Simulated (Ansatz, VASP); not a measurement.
Pd in VASP and in Ansatz

```
Pd
1.0
     2.78214    0.00000    0.00000
    -1.39107    2.40940    0.00000
     0.00000    0.00000   13.73106
Pd
6
Direct
  0.00000 0.00000 0.00000
  0.33333 0.66667 0.16703
  0.66667 0.33333 0.33297
  0.00000 0.00000 0.50000
  0.66667 0.33333 0.66703
  0.33333 0.66667 0.83297
```

Alike in both runs: functional PBE; k mesh 18 × 18 × 4; occupations gaussian, width 0.1 eV; no spin polarisation.

Ansatz relaxed the structure, and its values are those at the end. VASP's run is a single point on that final structure, the one shown.

|  | VASP | Ansatz |
| --- | --- | --- |
| version | VASP 6.6.1 | Ansatz 0.2.0 |
| potentials or method | VASP PAW PBE potentials, release 64 (Pd), cutoff 520 eV | scalar-relativistic, plane waves, PAW |
| valence electrons in the cell | 60 | 108 |

Ansatz gave:

- gap on the k mesh at the Fermi level (eV): none
- pressure (GPa): 0.0

**Question.** What did VASP give for the same quantities?

**Answer.** gap on the k mesh at the Fermi level (eV): none; pressure (GPa): -0.3.

A gap of «none» marks a metal or a gap that the smearing closes. VASP's potentials hold 60 valence electrons a cell and Ansatz's 108, so a difference there can come from the potentials and not from the codes.
